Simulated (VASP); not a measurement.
Here is a VASP 6.6.1 calculation.

The input INCAR:

```
SYSTEM = MgZn5O6
PREC = Accurate ; ENCUT = 520
EDIFF = 1E-6 ; ISMEAR = 0
SIGMA = 0.02 ; LREAL = .False.
LASPH = .True. ; NELM = 80
ALGO = Normal ; ISIF = 2
LWAVE = .False. ; LCHARG = .False.
GGA = PE ; NBANDS = 61
```

The input KPOINTS:

```
Automatic mesh
0
Gamma
  10 10 2
  0 0 0
```

POSCAR

```
MgZn5O6
1.0
    3.0550274177      0.0000000000      0.0000000000
    0.0000000000      3.0550274177      0.0000000000
    0.0000000000      0.0000000000     12.9458684148
Mg Zn O
1 5 6
Direct
    0.5000000000      0.5000000000      0.0000000000
    0.0000000000      0.0000000000      0.8338145664
    0.0000000000      0.0000000000      0.1661854336
    0.5000000000      0.5000000000      0.3321079170
    0.0000000000      0.0000000000      0.5000000000
    0.5000000000      0.5000000000      0.6678920830
    0.0000000000      0.0000000000      0.0000000000
    0.5000000000      0.5000000000      0.1645820215
    0.0000000000      0.0000000000      0.3324641775
    0.5000000000      0.5000000000      0.5000000000
    0.0000000000      0.0000000000      0.6675358225
    0.5000000000      0.5000000000      0.8354179785
```

Potentials or basis: VASP PAW PBE potentials, release 64 (Mg, Zn, O).

Run with:

```bash
$ cat potpaw_PBE.64/Mg/POTCAR potpaw_PBE.64/Zn/POTCAR potpaw_PBE.64/O/POTCAR > POTCAR
$ mpirun -np 1 vasp_std > vasp.out
```

(1) What does it give for the pressure?

(2) Estimate the band gap on the k mesh.

(3) Estimate the largest force.

Answers

(1) 0.7 GPa.

(2) 0.97 eV, indirect (least direct gap 2.10 eV).

(3) 0.042 eV/Å.
